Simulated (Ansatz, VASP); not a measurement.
Two plane-wave programs on BaTiO3

```xyz
5
Lattice="2.8430 1.6414 2.3326 -2.8430 1.6414 2.3326 0.0000 -3.2828 2.3326" Properties=species:S:1:pos:R:3 pbc="T T T"
Ba    0.0000    0.0000   -0.0227
Ti    0.0000    0.0000    3.3893
O     0.0000    1.6167    2.4215
O    -1.4001   -0.8084    2.4215
O     1.4001   -0.8084    2.4215
```

Alike in both runs: functional BLYP; dispersion D3(BJ); k mesh 6 × 6 × 6; no spin polarisation.

Ansatz relaxed the structure, and its values are those at the end. VASP's run is a single point on that final structure, the one shown.

|  | VASP | Ansatz |
| --- | --- | --- |
| version | VASP 6.6.1 | Ansatz 0.2.0 |
| potentials or method | VASP PAW PBE potentials, release 64 (Ba_sv, Ti_sv, O) | plane waves, PAW |
| plane-wave cutoff (eV) | 520 | 420 |
| occupations | gaussian, width 0.01 eV | fixed |
| valence electrons in the cell | 40 | 40 |

```tsv
	VASP	Ansatz	Ansatz less VASP
pressure (GPa)	2.0	0.0	-1.95
rms of the force components (eV/Å)	0.052	0.001	-0.0514
```

VASP's potentials were made for PBE, not for BLYP.

Spin-orbit coupling is off throughout.
